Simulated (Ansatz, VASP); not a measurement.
## Be: VASP beside Ansatz

The input INCAR:

```
AGGAC = 1.0
AGGAX = 1.0
ALDAC = 0.0
ALDAX = 1.0
ALGO = Normal
EDIFF = 1E-6
ENCUT = 520
GGA = B5
ISIF = 2
ISMEAR = -1
LASPH = True
LCHARG = True
LELF = True
LREAL = False
LVHAR = True
LWAVE = False
NBANDS = 10
NELM = 60
PREC = Accurate
SIGMA = 0.1
```

The input KPOINTS:

```
k-points
0
Gamma
  12 12 16
```

File POSCAR:

```
Be
1.0
    3.6147819873      0.0000000000      0.0000000000
   -1.8073909936      3.1304930302      0.0000000000
    0.0000000000      0.0000000000      2.2346683181
Be
3
Direct
    1.0000000000      0.0000000000      0.0000000000
    0.3333333333      0.6666666667      0.5000000000
    0.6666666667      0.3333333333      0.5000000000
```

Input for Ansatz:

```yaml
crystal:
  lattice:
    - [3.6147819873, 0.0, 0.0]
    - [-1.8073909936, 3.1304930302, 0.0]
    - [0.0, 0.0, 2.2346683181]
  atoms:
    - { symbol: Be, position: [1.0, 0.0, 0.0] }
    - { symbol: Be, position: [0.3333333333, 0.6666666667, 0.5] }
    - { symbol: Be, position: [0.6666666667, 0.3333333333, 0.5] }
hamiltonian:
  xc: blyp
  pseudopotentials:
    kind: paw
    azcp:
      Be: "pseudopotentials/Be.paw.azcp"
basis:
  ecutwfc: 420
  fft_grid_basis: typed
kpoints:
  mp_grid: { grid: [12, 12, 16], shift: [0, 0, 0] }
magnetization:
  spin_polarized: false
scf:
  occupations: { method: fermi_dirac, width: 0.1 }
  lower_state_search: "off"
output:
  stress: true
```

Alike in both runs: task single point; functional BLYP; k mesh 12 × 12 × 16; occupations fermi-dirac, width 0.1 eV; no spin polarisation.

|  | VASP | Ansatz |
| --- | --- | --- |
| version | VASP 6.6.1 | Ansatz 0.2.0 |
| potentials or method | VASP PAW PBE potentials, release 64 (Be), cutoff 520 eV | plane waves (420 eV) with PAW, scalar-relativistic |
| valence electrons in the cell | 6 | 6 |

Ansatz gave:

* pressure (GPa): -4.1
* traceless stress, the component that is largest in VASP (GPa): 1.37

Q: Estimate VASP's values.

A: Pressure (GPa): -4.0; traceless stress, the component that is largest in VASP (GPa): 1.54.

VASP's potentials were made for PBE, not for BLYP. The functional is the same, so the differences come from potentials, cutoffs and numerics.
